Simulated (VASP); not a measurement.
# GeSb2Te4 (Cm) in VASP: notebook, part 2 of 2

VASP 6.6.1. Earlier steps stand in the parts before.

## (4) Single point, PBE

Contents of INCAR:

```
SYSTEM = GeSb2Te4
ALGO = Normal ; EDIFF = 1E-6
ENCUT = 520 ; GGA = PE
ISIF = 2 ; ISMEAR = 0
LASPH = .True. ; LCHARG = .False.
LREAL = .False. ; LWAVE = .False.
NBANDS = 33 ; NELM = 80
PREC = Accurate ; SIGMA = 0.03
```

Contents of KPOINTS:

```
k-points
0
Gamma
  9 9 3
  0 0 0
```

Contents of POSCAR:

```
GeSb2Te4
1.0
   -4.2977010893      0.0000000000      0.0000000000
   -2.1488505447     -3.7219183212      0.0000000000
   -1.0744252723     -0.6203197202     14.1302728042
Ge Sb Te
1 2 4
Direct
    0.4675937037      0.4675937037      0.2073377777
    0.0402576068      0.0402576068      0.7713543595
    0.7543720852      0.7543720852      0.4866674886
    0.8175485645      0.8175485645      0.1076086130
   -0.3132492711     -0.3132492711      0.8923956264
    0.3977520217      0.3977520217      0.6263878696
    0.1083007892      0.1083007892      0.3630952651
```

Potentials or basis: VASP PAW PBE potentials, release 64 (Ge_d, Sb, Te).

On the command line:

```console
cat potpaw_PBE.64/Ge_d/POTCAR potpaw_PBE.64/Sb/POTCAR potpaw_PBE.64/Te/POTCAR > POTCAR
mpirun -np 1 vasp_std > vasp.out
```

OUTCAR:

```text
SYSTEM = GeSb2Te4
   EDIFF = 1E-6
   ENCUT = 520
   GGA = PE
   ISIF = 2
   ISMEAR = 0
   LASPH = .True.
   LREAL = .False.
   NELM = 80
   PREC = Accurate

 ion  position               nearest neighbor table
   1  0.468  0.468  0.207-   4 2.85   4 2.85   4 2.85
   2  0.040  0.040  0.771-   5 3.01   5 3.01   5 3.01   6 3.22   6 3.22   6 3.22
   3  0.754  0.754  0.487-   7 3.03   7 3.03   7 3.03   6 3.17   6 3.17   6 3.17
   4  0.818  0.818  0.108-   1 2.85   1 2.85   1 2.85   5 3.28
   5  0.687  0.687  0.892-   2 3.01   2 3.01   2 3.01   4 3.28
   6  0.398  0.398  0.626-   3 3.17   3 3.17   3 3.17   2 3.22   2 3.22   2 3.22
   7  0.108  0.108  0.363-   3 3.03   3 3.03   3 3.03

  LATTYP: Found a base centered monoclinic cell.
 ALAT       =     7.4438366425
 B/A-ratio  =     0.5773502692
 C/A-ratio  =     1.9055539584
 COS(beta)  =    -0.0874636302

  Lattice vectors:

 A1 = (   4.2977010893,   0.0000000000,   0.0000000000)
 A2 = (   2.1488505447,   3.7219183212,   0.0000000000)
 A3 = (  -1.0744252723,  -0.6203197202,  14.1302728042)

Analysis of symmetry for initial positions (statically):
=====================================================================
 Subroutine PRICEL returns:
 Original cell was already a primitive cell.

 Routine SETGRP: Setting up the symmetry group for a
 base centered monoclinic supercell.

 Subroutine GETGRP returns: Found  2 space group operations
 (whereof  2 operations were pure point group operations)
 out of a pool of  4 trial point group operations.

The static configuration has the point symmetry C_1h.

Analysis of symmetry for dynamics (positions and initial velocities):
=====================================================================
 Subroutine PRICEL returns:
 Original cell was already a primitive cell.

 Routine SETGRP: Setting up the symmetry group for a
 base centered monoclinic supercell.

[... 136 lines left out ...]
  Fermi-wavevector in a.u.,A,eV,Ry     =   0.976721  1.845736 12.979750  0.953985
  Thomas-Fermi vector in A             =   2.107363
   LORBIT       =      0    0 simple, 1 ext, 2 COOP (PROOUT), +10 PAW based schemes
   GGA     = PE    functional components
   LHFCALC =     F    Hartree Fock is set to
   AEXX    =    0.0000 exact exchange contribution
   IVDW    =     0    specifies the selected vdW correction
   LEPSILON=     F    determine dielectric tensor
   LRPA    =     F    only Hartree local field effects (RPA)
 non-spin polarized calculation
 Gauss-broadening in eV      SIGMA  =   0.03
  energy-cutoff  :      520.00
  volume of cell :      226.02
 maximum number of plane-waves:      6110
   NGX = 15   NGY = 15   NGZ = 53

 number of electron      48.0000007 magnetization

 Free energy of the ion-electron system (eV)
  ---------------------------------------------------
  ext. energy  EPLUGINS =         0.00000000
  ---------------------------------------------------
  free energy    TOTEN  =       -25.94887108 eV

  energy without entropy =      -25.94887083  energy(sigma->0) =      -25.94887096

 E-fermi :   6.1412     XC(G=0):  -9.1513

 val. band max:        6.0614458972   @ k =   0.1111   0.1111  -0.0000
 cond. band min:       6.2244667176   @ k =  -0.3333  -0.0000   0.3333
 fundamental gap:      0.1630208204
 Fermi energy:         6.1411624129

 k-point     1 :       0.0000    0.0000    0.0000
  band No.  band energies     occupation
      1     -18.8738      2.00000
      2     -18.8701      2.00000
      3     -18.8649      2.00000
      4     -18.8632      2.00000
      5     -18.8606      2.00000
      6      -7.2138      2.00000
[... 853 lines left out ...]
     32       9.2563      0.00000
     33       9.3979      0.00000

 [... further k-points ...]

------------------------ aborting loop because EDIFF is reached ----------------------------------------

  FORCE on cell =-STRESS in cart. coord.  units (eV):
  Direction    XX          YY          ZZ          XY          YZ          ZX
  --------------------------------------------------------------------------------------
  -------------------------------------------------------------------------------------
  Total        0.1564988      0.2861616      1.9890289     -0.1122912     -0.5478005     -0.9488182
  in kB        1.1093484      2.0284685     14.0993175     -0.7959813     -3.8831074     -6.7257387
  external PRESSURE =       5.7457115 kB  Pullay stress =       0.0000000 kB

 VOLUME and BASIS-vectors are now :
 -----------------------------------------------------------------------------
  energy-cutoff  :      520.00
  volume of cell :      226.02
      direct lattice vectors                 reciprocal lattice vectors
    -4.297701089  0.000000000  0.000000000    -0.232682539  0.134339326 -0.011795007
    -2.148850545 -3.721918321  0.000000000     0.000000000 -0.268678653 -0.011795007
    -1.074425272 -0.620319720 14.130272804     0.000000000  0.000000000  0.070770042

 POSITION                                       TOTAL-FORCE (eV/Angst)
 -----------------------------------------------------------------------------------
     -3.23714     -1.86896      2.92974        -0.039647     -0.022890      0.143176
     -1.08829     -0.62832     10.89945         0.041296      0.023842     -0.231680
     -5.38599     -3.10960      6.87674        -0.039166     -0.022612      0.057947
     -5.38599     -3.10960      1.52054        -0.153231     -0.088468      0.355187
     -5.38599     -3.10960     12.60979         0.110205      0.063627     -0.253142
     -3.23714     -1.86896      8.85103         0.043916      0.025355     -0.016048
     -1.08829     -0.62832      5.13064         0.036626      0.021146     -0.055441
 -----------------------------------------------------------------------------------
    total drift:                                0.000311      0.000180      0.001019

  FREE ENERGIE OF THE ION-ELECTRON SYSTEM (eV)
  ---------------------------------------------------
  free  energy   TOTEN  =       -25.9488710790 eV

  energy  without entropy=      -25.9488708339  energy(sigma->0) =      -25.94887096
```

stdout:

```text
POSCAR found type information on POSCAR GeSbTe
 POSCAR found :  3 types and       7 ions
 scaLAPACK will be used
 LDA part: xc-table for (Slater+PW92), standard interpolation
 POSCAR, INCAR and KPOINTS ok, starting setup
 FFT: planning ... GRIDC
 FFT: planning ... GRID_SOFT
 FFT: planning ... GRID
 WAVECAR not read
 entering main loop
```

Run time: 10 min. Hardware: 1 thread of Intel Xeon 8259CL, shared host; peak memory 0.65 GiB.

Results:

```yaml
Free_energy: -25.9489 eV
Pressure: 0.6 GPa
Largest_force: 0.397 eV/Å
Band_gap_on_the_k_mesh: 0.16 eV (least direct gap 0.32 eV)
```

Forces on the atoms (eV/Å):
```
Ge  -0.040 -0.023  0.143
Sb   0.041  0.024 -0.232
Sb  -0.039 -0.023  0.058
Te  -0.153 -0.088  0.355
Te   0.110  0.064 -0.253
Te   0.044  0.025 -0.016
Te   0.037  0.021 -0.055
```

Stress tensor (GPa, compression positive):
```
 0.11 -0.08 -0.67
-0.08  0.20 -0.39
-0.67 -0.39  1.41
```

Caveat: spin-orbit coupling is left out, which moves the levels of the heavy elements; an odd mesh through Γ misses points on the zone boundary, where band edges can lie.

## (5) Summary

| cell | gap on the mesh (eV) | pressure (GPa) | largest force (eV/Å) |
| --- | --- | --- | --- |
| a = 4.298, b = 4.298, c = 14.252 Å, angles 83.5, 83.5, 60.0°, 7 atoms | 0.29 | 0.2 | 0.14 |
| a = 4.298, b = 4.298, c = 14.185 Å, angles 94.3, 94.3, 60.0°, 7 atoms | 0.18 | 0.6 | 0.39 |
| a = 4.298, b = 4.298, c = 14.185 Å, angles 85.7, 85.7, 60.0°, 7 atoms | 0.16 | 0.6 | 0.40 |

Alike in all rows: task single point; level PBE; potentials or basis VASP PAW PBE potentials, release 64 (Ge_d, Sb, Te); no spin polarisation; k mesh 9 × 9 × 3; cutoff (eV) 520; smearing gaussian 0.03 eV.

Caveats: spin-orbit coupling is left out, which moves the levels of the heavy elements; an odd mesh through Γ misses points on the zone boundary, where band edges can lie; this functional lacks dispersion, which binds the layers, so the pressure and a relaxed spacing across them are unreliable (at least some runs).

Absolute energies hang on the potentials; compare differences alone.
